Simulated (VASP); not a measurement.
Here is a VASP 6.6.1 calculation.

Contents of INCAR:

```
SYSTEM = Ti2In
  PREC = Accurate
  ENCUT = 520
  EDIFF = 1E-6
  ISMEAR = 0
  SIGMA = 0.1
  LREAL = .FALSE.
  LASPH = .TRUE.
  NELM = 80
  ALGO = Normal
  ISIF = 2
  LWAVE = .FALSE.
  LCHARG = .FALSE.
  GGA = PE
  NBANDS = 26
```

Contents of KPOINTS:

```
Automatic mesh
0
G
  6 6 6
  0 0 0
```

The input POSCAR:

```
Ti2In
1.0
    5.0189953410      0.0000000000      0.0000000000
   -2.5094976705      4.3465774668      0.0000000000
    0.0000000000      0.0000000000      2.7664581460
Ti In
2 1
Direct
    0.3333333333      0.6666666667      0.5000000000
    0.6666666667      0.3333333333      0.5000000000
    0.0000000000      0.0000000000      0.5000000000
```

Potentials or basis: VASP PAW PBE potentials, release 64 (Ti_sv, In_d).

The run is started by

```console
$ cat potpaw_PBE.64/Ti_sv/POTCAR potpaw_PBE.64/In_d/POTCAR > POTCAR
$ mpirun -np 1 vasp_std > vasp.out
```

(1) Predict the pressure.

Answers

(1) 0.0 GPa.

Caveat: the k points lie up to 0.38 Å⁻¹ apart.
